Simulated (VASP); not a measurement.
Input of a VASP 6.6.1 run:

Contents of INCAR:

```
PREC = Accurate
ENCUT = 600
EDIFF = 1E-6
ISMEAR = -1
SIGMA = 0.2
LREAL = False
LASPH = True
NELM = 120
ALGO = Normal
ISIF = 2
LWAVE = False
LCHARG = True
LELF = True
LVHAR = True
NBANDS = 27
GGA_COMPAT = False
```

Contents of KPOINTS:

```
Automatic mesh
0
Gamma
  5 5 2
```

The input POSCAR:

```
Ta3N
1.0
    3.0322240000      0.0000000000      0.0000000000
   -1.5161120000      2.6259830000      0.0000000000
    0.0000000000      0.0000000000      7.5241370000
Ta N
3 1
Direct
    0.0000000000      0.0000000000      0.5000000000
    0.3333333333      0.6666666667      0.1739300000
    0.6666666667      0.3333333333      0.8260700000
    0.0000000000      0.0000000000      0.0000000000
```

Potentials or basis: VASP PAW LDA potentials, release 64 (Ta_pv, N).

Command:

```bash
$ cat potpaw_LDA.64/Ta_pv/POTCAR potpaw_LDA.64/N/POTCAR > POTCAR
$ mpirun -np 1 vasp_std > vasp.out
```

Question: Estimate the pressure.

Answer: -11.7 GPa.

Question: What does it give for the band gap on the k mesh?

Answer: Zero (bands 19 and 20 overlap by 0.40 eV).

Question: Estimate the largest force.

Answer: 0.325 eV/Å.

Forces on the atoms (eV/Å):
```
Ta   0.000  0.000  0.000
Ta   0.000  0.000 -0.325
Ta   0.000  0.000  0.325
N    0.000  0.000  0.000
```

Caveat: the k points lie up to 0.48 Å⁻¹ apart; spin-orbit coupling is left out, which moves the levels of the heavy elements.
